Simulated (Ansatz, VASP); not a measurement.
## Rh in VASP and in Ansatz

Contents of INCAR:

```
ALGO = Normal
EDIFF = 1E-7
ENCUT = 520
GGA = PE
ISIF = 2
ISMEAR = 1
LASPH = T
LCHARG = T
LELF = T
LREAL = F
LVHAR = T
LWAVE = F
NBANDS = 14
NELM = 100
PREC = Accurate
SIGMA = 0.15
```

KPOINTS

```
k-points
0
Gamma
  14 14 14
```

File POSCAR:

```
Rh
1.0
    0.0000000000      1.8978500000      1.8978500000
    1.8978500000      0.0000000000      1.8978500000
    1.8978500000      1.8978500000      0.0000000000
Rh
1
Direct
    0.0000000000      0.0000000000      0.0000000000
```

Input for Ansatz:

```yaml
crystal:
  lattice:
    - [0.0, 1.89785, 1.89785]
    - [1.89785, 0.0, 1.89785]
    - [1.89785, 1.89785, 0.0]
  atoms:
    - { symbol: Rh, position: [0.0, 0.0, 0.0] }
basis:
  ecutwfc: 470.0
kpoints:
  mp_grid:
    grid: [14, 14, 14]
hamiltonian:
  xc: pbe
  pseudopotentials:
    kind: paw
scf:
  occupations:
    method: cold
    width: 0.15
output:
  forces: true
  stress: true
```

Alike in both runs: task single point; functional PBE; k mesh 14 × 14 × 14; no spin polarisation.

```csv
,VASP,Ansatz
version,VASP 6.6.1,Ansatz 0.2.0
potentials or method,"VASP PAW PBE potentials, release 64 (Rh_pv), cutoff 520 eV","plane waves, PAW"
occupations,"methfessel-paxton of order 1, width 0.15 eV","cold, width 0.15 eV"
valence electrons in the cell,15,17
```

|  | VASP | Ansatz | Ansatz less VASP |
| --- | --- | --- | --- |
| pressure (GPa) | 7.5 | 7.4 | -0.08 |

VASP's potentials hold 15 valence electrons a cell and Ansatz's 17, so a difference there can come from the potentials and not from the codes.
